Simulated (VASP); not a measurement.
Input of a VASP 6.6.1 run:

INCAR

```
PREC = Accurate
ENCUT = 520
EDIFF = 1E-6
ISMEAR = -1
SIGMA = 0.05
LREAL = F
LASPH = T
NELM = 150
ALGO = Normal
ISIF = 2
LWAVE = F
LCHARG = F
ISPIN = 2
MAGMOM = 0 0.375 0.375 0 0 0.375 0.375 0.375 0.375 0.375 0.375
LORBIT = 11
GGA = PS
NBANDS = 60
NELECT = 93.0
```

KPOINTS

```
Automatic mesh
0
Gamma
  2 2 2
  0.5 0.5 0.5
```

POSCAR

```
Sn3IO7
1.0
    4.7690460000      0.0000000000      0.0000000000
    0.0000000000      4.7690460000      0.0000000000
    0.0000000000      0.0000000000      6.4242020000
Sn O I
3 7 1
Direct
    0.9968790000      0.0083240000      0.9929050000
    0.4796020000      0.5259680000      0.2432020000
    0.4976960000      0.5144210000      0.7716970000
    0.3213420000      0.3031810000      0.9884700000
    0.6995060000      0.6715420000      0.0138430000
    0.6968450000      0.6969000000      0.5056610000
    0.1863140000      0.7705410000      0.2659810000
    0.2187220000      0.7987730000      0.7722590000
    0.8093890000      0.1965150000      0.2481690000
    0.7953620000      0.2020030000      0.7600110000
    0.3191450000      0.2820380000      0.4998870000
```

Potentials or basis: VASP PAW PBE potentials, release 64 (Sn_d, O, I).

Command:

```bash
$ cat potpaw_PBE.64/Sn_d/POTCAR potpaw_PBE.64/O/POTCAR potpaw_PBE.64/I/POTCAR > POTCAR
$ mpirun -np 1 vasp_std > vasp.out
```

Q: What does it give for the largest force?

A: 17.961 eV/Å.

Q: Estimate the net moment.

A: 0.99 μB per cell.

Q: What does it give for the site moments?

A: Sn -0.00, +0.01 (each value once); O +0.01, +0.36, +0.04, +0.03, +0.13, +0.07 (each value once); I +0.20 μB.

Forces in eV/Å, atoms in the order of the input:
```
Sn   -0.183  -0.408   1.599
Sn    8.579   4.449  -8.381
Sn    6.687   4.862   4.324
O    -1.716  -1.729   2.213
O     1.903   2.100  -0.683
O    -0.461  -0.488   0.213
O    -3.087   3.771  -1.823
O    -1.859   1.828   0.693
O    -0.036   0.215  -1.034
O     0.576  -0.163   0.435
I   -10.403 -14.436   2.442
```

Caveat: the k points lie up to 0.66 Å⁻¹ apart; the cell carries a net charge on a neutralising background, which shifts energy and pressure; the PAW data sets were made with another functional, which shifts forces and pressure a little.
